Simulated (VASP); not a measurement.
# ZnO (base) (P6_3mc) in VASP: further runs, part 3 of 3

VASP 6.6.1.

## Step 6: Single point, PBE (volume scaled by 1.02, then relaxed in part)

The input, INCAR:

```
SYSTEM = ZnO
  PREC = Accurate
  ENCUT = 520
  EDIFF = 1E-6
  ISMEAR = 0
  SIGMA = 0.01
  LREAL = .FALSE.
  LASPH = .TRUE.
  NELM = 100
  ALGO = Normal
  ISIF = 2
  LWAVE = .FALSE.
  LCHARG = .FALSE.
  GGA = PE
  NBANDS = 26
```

The input, KPOINTS:

```
regular mesh
0
G
  9 9 6
  0 0 0
```

The input, POSCAR:

```
ZnO
1.0
    3.3011182758      0.0000000000      0.0000000000
   -1.6505591379      2.8588522877      0.0000000000
    0.0000000000      0.0000000000      5.3289484600
Zn O
2 2
Direct
    0.3333333333      0.6666666667      0.4999707427
    0.6666666667      0.3333333333     -0.0000292573
    0.6666666667      0.3333333333      0.3790392573
    0.3333333333      0.6666666667      0.8790392573
```

Potentials or basis: VASP PAW PBE potentials, release 64 (Zn, O).

Run with:

```console
cat potpaw_PBE.64/Zn/POTCAR potpaw_PBE.64/O/POTCAR > POTCAR
mpirun -np 1 vasp_std > vasp.out
```

OUTCAR:

```text
SYSTEM = ZnO
   PREC = Accurate
   ENCUT = 520
   EDIFF = 1E-6
   ISMEAR = 0
   LREAL = .FALSE.
   LASPH = .TRUE.
   NELM = 100
   ISIF = 2
   GGA = PE

 ion  position               nearest neighbor table
   1  0.333  0.667  0.500-   3 2.01   3 2.01   3 2.01   4 2.02
   2  0.667  0.333  1.000-   4 2.01   4 2.01   4 2.01   3 2.02
   3  0.667  0.333  0.379-   1 2.01   1 2.01   1 2.01   2 2.02
   4  0.333  0.667  0.879-   2 2.01   2 2.01   2 2.01   1 2.02

  LATTYP: Found a hexagonal cell.
 ALAT       =     3.3011182758
 C/A-ratio  =     1.6142858313

  Lattice vectors:

 A1 = (   3.3011182758,   0.0000000000,   0.0000000000)
 A2 = (  -1.6505591379,   2.8588522877,   0.0000000000)
 A3 = (   0.0000000000,   0.0000000000,   5.3289484600)

Analysis of symmetry for initial positions (statically):
=====================================================================
 Subroutine PRICEL returns:
 Original cell was already a primitive cell.

 Routine SETGRP: Setting up the symmetry group for a
 hexagonal supercell.

 Subroutine GETGRP returns: Found 12 space group operations
 (whereof  6 operations were pure point group operations)
 out of a pool of 24 trial point group operations.

The static configuration has the point symmetry C_3v.
 The point group associated with its full space group is C_6v.

Analysis of symmetry for dynamics (positions and initial velocities):
=====================================================================
 Subroutine PRICEL returns:
 Original cell was already a primitive cell.

 Routine SETGRP: Setting up the symmetry group for a
 hexagonal supercell.

 Subroutine GETGRP returns: Found 12 space group operations
 (whereof  6 operations were pure point group operations)
 out of a pool of 24 trial point group operations.

The dynamic configuration has the point symmetry C_3v.
 The point group associated with its full space group is C_6v.

 Subroutine INISYM returns: Found 12 space group operations
 (whereof  6 operations are pure point group operations),
 and found     1 'primitive' translations

----------------------------------------------------------------------------------------

                                     Primitive cell

  volume of cell :      50.2915

  direct lattice vectors                    reciprocal lattice vectors
     3.301118276  0.000000000  0.000000000     0.302927649  0.174895360  0.000000000
    -1.650559138  2.858852288  0.000000000     0.000000000  0.349790720  0.000000000
     0.000000000  0.000000000  5.328948460     0.000000000  0.000000000  0.187654283

  length of vectors
     3.301118276  3.301118276  5.328948460     0.349790720  0.349790720  0.187654283

  position of ions in fractional coordinates (direct lattice)
     0.333333333  0.666666667  0.499970743
     0.666666667  0.333333333  0.999970743
     0.666666667  0.333333333  0.379039257
     0.333333333  0.666666667  0.879039257

  ion indices of the primitive-cell ions
   primitive index   ion index
                 1           1
                 2           2
                 3           3
                 4           4

----------------------------------------------------------------------------------------

 KPOINTS: regular mesh

Automatic generation of k-mesh.
 Grid dimensions read from file:
 generate k-points for:    9    9    6

 Generating k-lattice:

  Cartesian coordinates                     Fractional coordinates (reciprocal lattice)
     0.033658628  0.019432818  0.000000000     0.111111111 -0.000000000  0.000000000
     0.000000000  0.038865636  0.000000000     0.000000000  0.111111111  0.000000000
     0.000000000  0.000000000  0.031275714     0.000000000  0.000000000  0.166666667

  Length of vectors
     0.038865636  0.038865636  0.031275714

  Shift w.r.t. Gamma in fractional coordinates (k-lattice)
     0.000000000  0.000000000  0.000000000

 Subroutine IBZKPT returns following result:
 ===========================================

 Found     48 irreducible k-points:

 Following reciprocal coordinates:
            Coordinates               Weight
  0.000000  0.000000  0.000000      1.000000
  0.111111 -0.000000  0.000000      6.000000
  0.222222  0.000000  0.000000      6.000000
  0.333333  0.000000  0.000000      6.000000
  0.444444  0.000000  0.000000      6.000000
  0.111111  0.111111  0.000000      6.000000
[... 16 lines left out ...]
  0.333333  0.222222  0.166667     24.000000
  0.333333  0.333333  0.166667      4.000000
 [... further k-points ...]
   k-points           NKPTS =     48   k-points in BZ     NKDIM =     48   number of bands    NBANDS=     26
   number of dos      NEDOS =    301   number of ions     NIONS =      4
   total plane-waves  NPLWV =  31360
   dimension x,y,z NGX =    28 NGY =   28 NGZ =   40
   dimension x,y,z NGXF=    56 NGYF=   56 NGZF=   80
   ions per type =               2   2
   NGX,Y,Z   is equivalent  to a cutoff of  14.10, 14.10, 12.48 a.u.
   NGXF,Y,Z  is equivalent  to a cutoff of  28.20, 28.20, 24.96 a.u.
 SYSTEM =  ZnO
   PREC   = accura    normal or accurate (medium, high low for compatibility)
   ISTART =      0    job   : 0-new  1-cont  2-samecut
   ICHARG =      2    charge: 1-file 2-atom 10-const
   ISPIN  =      1    spin polarized calculation?
   LNONCOLLINEAR =      F non collinear calculations
   LSORBIT =      F    spin-orbit coupling
   LASPH  =      T    aspherical Exc in radial PAW
   ENCUT  =  520.0 eV  38.22 Ry    6.18 a.u.   6.14  6.14  9.91*2*pi/ulx,y,z
   NELM   =    100;   NELMIN=  2; NELMDL= -5     # of ELM steps
   EDIFF  = 0.1E-05   stopping-criterion for ELM
   LREAL  =      F    real-space projection
   EDIFFG = 0.1E-04   stopping-criterion for IOM
   NSW    =      0    number of steps for IOM
   IBRION =     -1    ionic relax: 0-MD 1-quasi-New 2-CG
   NFREE  =      0    steps in history (QN), initial steepest desc. (CG)
   ISIF   =      2    stress and relaxation
   ISYM   =      2    0-nonsym 1-usesym 2-fastsym
   POTIM  = 0.5000    time-step for ionic-motion
   TEBEG  =    0.0;   TEEND  =   0.0 temperature during run
   PSTRESS=    0.0 pullay stress
   NELECT =      36.0000    total number of electrons
   NUPDOWN=      -1.0000    fix difference up-down
   EMIN   =  10.00;   EMAX   =-10.00  energy-range for DOS
   EFERMI =   0.00;   METHOD = LEGACY
   ISMEAR =     0;   SIGMA  =   0.01  broadening in eV -4-tet -1-fermi 0-gaus
   EFERMI_NEDOS =   21; number of points for ismear=-14 and -15
   IALGO  =     38    algorithm
   IMIX   =      4    mixing-type and parameters
     AMIX     =   0.40;   BMIX     =  1.00
     AMIX_MAG =   1.60;   BMIX_MAG =  1.00
  volume/ion in A,a.u.               =      12.57        84.85
  Fermi-wavevector in a.u.,A,eV,Ry     =   1.464460  2.767428 29.179647  2.144644
  Thomas-Fermi vector in A             =   2.580434
   LORBIT       =      0    0 simple, 1 ext, 2 COOP (PROOUT), +10 PAW based schemes
   GGA     = PE    functional components
   LHFCALC =     F    Hartree Fock is set to
   AEXX    =    0.0000 exact exchange contribution
   IVDW    =     0    specifies the selected vdW correction
   LEPSILON=     F    determine dielectric tensor
   LRPA    =     F    only Hartree local field effects (RPA)
 non-spin polarized calculation
 Gauss-broadening in eV      SIGMA  =   0.01
  energy-cutoff  :      520.00
  volume of cell :       50.29
 maximum number of plane-waves:      1372
 NGX is ok and might be reduce to    28
   NGX = 13   NGY = 13   NGZ = 19

 number of electron      36.0000030 magnetization

 Free energy of the ion-electron system (eV)
  ---------------------------------------------------
  ext. energy  EPLUGINS =         0.00000000
  ---------------------------------------------------
  free energy    TOTEN  =       -17.85933873 eV

  energy without entropy =      -17.85933873  energy(sigma->0) =      -17.85933873

 E-fermi :   0.8385     XC(G=0): -10.6214

 val. band max:        0.7251215922   @ k =   0.0000   0.0000   0.0000
 cond. band min:       1.4230575892   @ k =   0.0000   0.0000   0.0000
 fundamental gap:      0.6979359970
 Fermi energy:         0.8385399641

 k-point     1 :       0.0000    0.0000    0.0000
  band No.  band energies     occupation
      1     -16.9431      2.00000
      2     -16.3044      2.00000
      3      -4.7274      2.00000
      4      -4.7274      2.00000
      5      -4.6905      2.00000
      6      -4.5515      2.00000
[... 685 lines left out ...]
     25      13.9292      0.00000
     26      14.5923      0.00000

 [... further k-points ...]

------------------------ aborting loop because EDIFF is reached ----------------------------------------

  FORCE on cell =-STRESS in cart. coord.  units (eV):
  Direction    XX          YY          ZZ          XY          YZ          ZX
  --------------------------------------------------------------------------------------
  -------------------------------------------------------------------------------------
  Total       -0.5061140     -0.5061140     -0.5070893      0.0000000      0.0000000      0.0000000
  in kB      -16.1236971    -16.1236971    -16.1547679      0.0000000      0.0000000      0.0000000
  external PRESSURE =     -16.1340540 kB  Pullay stress =       0.0000000 kB

 VOLUME and BASIS-vectors are now :
 -----------------------------------------------------------------------------
  energy-cutoff  :      520.00
  volume of cell :       50.29
      direct lattice vectors                 reciprocal lattice vectors
     3.301118276  0.000000000  0.000000000     0.302927649  0.174895360  0.000000000
    -1.650559138  2.858852288  0.000000000     0.000000000  0.349790720  0.000000000
     0.000000000  0.000000000  5.328948460     0.000000000  0.000000000  0.187654283

 POSITION                                       TOTAL-FORCE (eV/Angst)
 -----------------------------------------------------------------------------------
     -0.00000      1.90590      2.66432         0.000000     -0.000000      0.000358
      1.65056      0.95295      5.32879        -0.000000      0.000000      0.000358
      1.65056      0.95295      2.01988         0.000000      0.000000     -0.000358
     -0.00000      1.90590      4.68435         0.000000     -0.000000     -0.000358
 -----------------------------------------------------------------------------------
    total drift:                                0.000000      0.000001     -0.000504

  FREE ENERGIE OF THE ION-ELECTRON SYSTEM (eV)
  ---------------------------------------------------
  free  energy   TOTEN  =       -17.8593387257 eV

  energy  without entropy=      -17.8593387257  energy(sigma->0) =      -17.85933873
```

stdout:

```text
POSCAR found type information on POSCAR ZnO
 POSCAR found :  2 types and       4 ions
 scaLAPACK will be used
 LDA part: xc-table for (Slater+PW92), standard interpolation
 POSCAR, INCAR and KPOINTS ok, starting setup
 FFT: planning ... GRIDC
 FFT: planning ... GRID_SOFT
 FFT: planning ... GRID
 WAVECAR not read
 entering main loop
```

Wall time 54 s (1 thread of Intel Xeon Platinum 8488C (Sapphire Rapids), shared host); peak memory 0.2 GiB.

What came out:

```yaml
Free_energy: -17.8593 eV
Pressure: -1.6 GPa
Band_gap_on_the_k_mesh: 0.70 eV, direct
```

Levels at points of the mesh, in eV from the valence-band top:
```csv
k point,band 14,band 15,band 16,band 17,band 18,band 19,band 20,band 21,band 22,band 23
"(0.00, 0.00, 0.00)",-0.73,-0.73,-0.07,0.00,0.00,0.70,5.02,8.00,12.63,12.63
"(0.00, 0.00, 0.50)",-2.21,-0.36,-0.36,-0.36,-0.36,3.31,3.31,9.83,9.83,12.91
```

## Step 7: Summary

```csv
task,cell,cutoff (eV),smearing,gap on the mesh (eV),pressure (GPa)
single point,"a = 3.279, b = 3.279, c = 5.294 Å, angles 90.0, 90.0, 120.0°, 4 atoms",520,gaussian 0.02 eV,0.73,0.9
relaxation of cell and atoms,"relaxed from a = 3.249, b = 3.249, c = 5.206 Å, angles 90.0, 90.0, 120.0°, 4 atoms",600,gaussian 0.02 eV,0.72,0.0
single point,"a = 3.213, b = 3.213, c = 5.186 Å, angles 90.0, 90.0, 120.0°, 4 atoms",520,gaussian 0.02 eV,0.82,10.3
relaxation of shape and atoms at fixed volume,"relaxed from a = 3.213, b = 3.213, c = 5.186 Å, angles 90.0, 90.0, 120.0°, 4 atoms",600,gaussian 0.02 eV,0.82,10.2
single point,"a = 3.301, b = 3.301, c = 5.329 Å, angles 90.0, 90.0, 120.0°, 4 atoms",520,gaussian 0.01 eV,0.70,-1.6
```

Alike in all rows: level PBE; potentials or basis VASP PAW PBE potentials, release 64 (Zn, O); no spin polarisation; k mesh 9 × 9 × 6.

Caveats: the relaxation stopped at its first step, so nothing moved (some runs).

Absolute energies hang on the potentials; compare differences alone.

## Step 8: How close it comes

Step 2. A measured gap of ZnO is 3.37 eV (quoted in “Electronic structure of alkaline earth and post-transition metal oxides”, 2009, arxiv:0908.1581); the calculated 0.73 eV misses it by -2.64 eV. So large a miss can be the level of theory's own, or it may mean another phase, state or a wrong row. The value is that of PBE, without temperature or zero-point motion. Semilocal functionals fall short of measured gaps as a rule.
